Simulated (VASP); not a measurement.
A run of VASP 6.6.1 is set up as follows.

File INCAR:

```
SYSTEM = Bi
PREC = Accurate
ENCUT = 520
EDIFF = 1E-8
ISMEAR = -1
SIGMA = 0.03
LREAL = .False.
LASPH = .True.
NELM = 100
ALGO = Normal
ISIF = 2
LWAVE = .False.
LCHARG = .False.
GGA = PS
LEFG = .True.
NBANDS = 22
```

The input KPOINTS:

```
Automatic mesh
0
Gamma
  9 9 3
  0 0 0
```

File POSCAR:

```
Bi
1.0
    4.6280229066      0.0000000000      0.0000000000
   -2.3140114533      4.0079854064      0.0000000000
    0.0000000000      0.0000000000     12.0610000764
Bi
2
Direct
    0.3333333333      0.6666666667      0.2500000000
    0.6666666667      0.3333333333      0.7500000000
```

Potentials or basis: VASP PAW PBE potentials, release 64 (Bi_d).

The run is started by

```console
$ cat potpaw_PBE.64/Bi_d/POTCAR > POTCAR
$ mpirun -np 1 vasp_std > vasp.out
```

**Question.** What does it give for the pressure?

**Answer.** -3.2 GPa.

**Question.** Estimate the band gap on the k mesh.

**Answer.** Zero (bands 15 and 16 overlap by 1.93 eV).

Electric field gradients, principal values (V/Å²):
```csv
atom,least,middle,greatest (by size)
1 Bi,68.566,68.568,-137.134
2 Bi,68.566,68.568,-137.134
```

Caveat: the cell stands under tension; without QUAD_EFG the Cq values of the log hold for a quadrupole moment of 1 mb, not for the nuclei; the PAW data sets were made with another functional, which shifts forces and pressure a little; spin-orbit coupling is left out, which moves the levels of the heavy elements.
